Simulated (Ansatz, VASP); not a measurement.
This is a calculation of Ta for Ansatz 0.2.0.

The input input.yaml:

```yaml
crystal:
  lattice:
    - [-1.65128, 1.65128, 1.65128]
    - [1.65128, -1.65128, 1.65128]
    - [1.65128, 1.65128, -1.65128]
  atoms:
    - { symbol: Ta, position: [0.0, 0.0, 0.0] }
hamiltonian:
  xc: { exchange: pbe, correlation: pbe, exx: { coeff: 0.25, omega: 0.3 } }
  pseudopotentials: { kind: paw }
kpoints:
  mp_grid: { grid: [6, 6, 6] }
scf:
  occupations: { method: fermi_dirac, width: 0.05 }
output:
  forces: true
  stress: true
relax:
  f_tol: 0.01
  max_steps: 40
  cell: { stress_tol: 0.05 }
```

Potentials or basis: Ansatz PAW.

Run with:

```console
$ ansatz run input.yaml --threads 2 --pin off --max-ram 5632MiB --backend cpu --events-out ev --progress --plain --runs-dir out
```

Problem. Set up the same calculation for VASP 6.6.1. Potentials there: VASP PAW PBE potentials, release 64 (Ta_pv).

Solution. As run (the cutoff follows the program's own potentials):

File POSCAR:

```
Ta
1.0
   -1.6512800000      1.6512800000      1.6512800000
    1.6512800000     -1.6512800000      1.6512800000
    1.6512800000      1.6512800000     -1.6512800000
Ta
1
Direct
    0.0000000000      0.0000000000      0.0000000000
```

The input INCAR.step1:

```
  ALGO = Normal
  EDIFF = 1E-5
  ENCUT = 600
  GGA = PE
  ISMEAR = -1
  LASPH = True
  LCHARG = False
  LREAL = False
  LWAVE = True
  NBANDS = 12
  NELM = 80
  PREC = Accurate
  SIGMA = 0.05
```

The input INCAR.step2:

```
  AEXX = 0.25
  ALGO = Normal
  EDIFF = 1E-6
  EDIFFG = -0.01
  ENCUT = 600
  GGA = PE
  HFSCREEN = 0.3
  IBRION = 2
  ISIF = 3
  ISMEAR = -1
  ISTART = 1
  LASPH = True
  LCHARG = False
  LHFCALC = True
  LREAL = False
  LWAVE = False
  NELM = 80
  NSW = 60
  PREC = Accurate
  PRECFOCK = Normal
  SIGMA = 0.05
```

Contents of KPOINTS:

```
k-points
0
Gamma
  6 6 6
```

Potentials or basis: VASP PAW PBE potentials, release 64 (Ta_pv).

Command:

```sh
$ cat potpaw_PBE.64/Ta_pv/POTCAR > POTCAR
$ cp INCAR.step1 INCAR
$ mpirun -np 1 vasp_std > vasp.out
$ cp INCAR.step2 INCAR
$ mpirun -np 1 vasp_std > vasp.out
```

Both were run:

|  | VASP | Ansatz | Ansatz less VASP |
| --- | --- | --- | --- |
| gap on the k mesh at the Fermi level, each at its own relaxed structure (eV) | none | none | - |
| relaxed volume (Å³/atom) | 18.31 | 18.42 | +0.109 |
| relaxed cell length with the largest relative difference (Å) | 2.876 | 2.881 | +0.0057 |

VASP's potentials were made for PBE, not for PBE-based screened hybrid. A gap of «none» marks a metal or a gap that the smearing closes. VASP's potentials hold 11 valence electrons a cell and Ansatz's 13, so a difference there can come from the potentials and not from the codes.

The k mesh is coarse, so the values compare programs but aren't converged. Spin-orbit coupling is off throughout. Noted on Ansatz's run: the plane-wave basis is chosen anew once the cell has moved, so the energies of steps on either side of that aren't comparable.
